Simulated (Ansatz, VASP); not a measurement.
## InAg2F5 in VASP and in Ansatz

File INCAR:

```
SYSTEM = InAg2F5
PREC = Accurate
ENCUT = 520
EDIFF = 1E-6
ISMEAR = 0
SIGMA = 0.1
LREAL = .False.
LASPH = .True.
NELM = 150
ALGO = Normal
ISIF = 2
LWAVE = .False.
LCHARG = .True.
ISPIN = 2
MAGMOM = 0 1 1 0 0 0 0 0
LORBIT = 11
LMAXMIX = 4
GGA = PE
LELF = .True.
LVHAR = .True.
NBANDS = 49
```

KPOINTS

```
regular mesh
0
Gamma
  6 6 4
  0 0 0
```

File POSCAR:

```
InAg2F5
1.0
    4.5753812051      0.0000000000      0.0000000000
   -2.2876906025      3.9623963556      0.0000000000
    0.0000000000      0.0000000000      6.4964989496
In Ag F
1 2 5
Direct
    0.0000000000      0.0000000000      0.5000000000
    0.3333333333      0.6666666667      0.0000000000
    0.6666666667      0.3333333333      0.0000000000
    0.3333333333      0.6666666667      0.6857710567
    0.6666666667      0.3333333333      0.6857710567
    0.6666666667      0.3333333333      0.3142289433
    0.3333333333      0.6666666667      0.3142289433
    0.0000000000      0.0000000000      0.0000000000
```

Input for Ansatz:

```yaml
crystal:
  lattice:
    - [4.5753812051, 0.0, 0.0]
    - [-2.2876906025, 3.9623963556, 0.0]
    - [0.0, 0.0, 6.4964989496]
  atoms:
    - { symbol: In, position: [0.0, 0.0, 0.5] }
    - { symbol: Ag, position: [0.3333333333, 0.6666666667, 0.0], spin: 1.0 }
    - { symbol: Ag, position: [0.6666666667, 0.3333333333, 0.0], spin: 1.0 }
    - { symbol: F, position: [0.3333333333, 0.6666666667, 0.6857710567] }
    - { symbol: F, position: [0.6666666667, 0.3333333333, 0.6857710567] }
    - { symbol: F, position: [0.6666666667, 0.3333333333, 0.3142289433] }
    - { symbol: F, position: [0.3333333333, 0.6666666667, 0.3142289433] }
    - { symbol: F, position: [0.0, 0.0, 0.0] }
basis:
  ecutwfc: 420
kpoints:
  mp_grid: { grid: [6, 6, 4] }
hamiltonian:
  xc: pbe
scf:
  occupations: { method: gaussian, width: 0.1 }
  lower_state_search: "off"
output:
  forces: true
  stress: true
  eigenvalues: true
  populations: true
magnetization:
  spin_polarized: true
```

Alike in both runs: task single point; functional PBE; k mesh 6 × 6 × 4; occupations gaussian, width 0.1 eV; collinear spin.

|  | VASP | Ansatz |
| --- | --- | --- |
| version | VASP 6.6.1 | Ansatz 0.2.0 |
| potentials or method | VASP PAW PBE potentials, release 64 (In_d, Ag, F), cutoff 520 eV | scalar-relativistic, plane waves, PAW |
| valence electrons in the cell | 70 | 86 |

Ansatz gave:

| Property | Result |
| --- | --- |
| gap on the k mesh at the Fermi level (eV) | none |
| pressure (GPa) | -0.1 |
| traceless stress, the component that is largest in VASP (GPa) | -0.30 |
| rms of the force components (eV/Å) | 0.006 |
| net moment per atom (μB) | 0.00 |

**Question.** What did VASP give for the same quantities?

**Answer.** gap on the k mesh at the Fermi level (eV): none; pressure (GPa): -0.3; traceless stress, the component that is largest in VASP (GPa): 0.11; rms of the force components (eV/Å): 0.012; net moment per atom (μB): 0.00.

Atom by atom the forces differ by 0.018 eV/Å (rms over components). A gap of «none» marks a metal or a gap that the smearing closes. VASP's potentials hold 70 valence electrons a cell and Ansatz's 86, so a difference there can come from the potentials and not from the codes. Ansatz's warnings: seeded moment not kept.
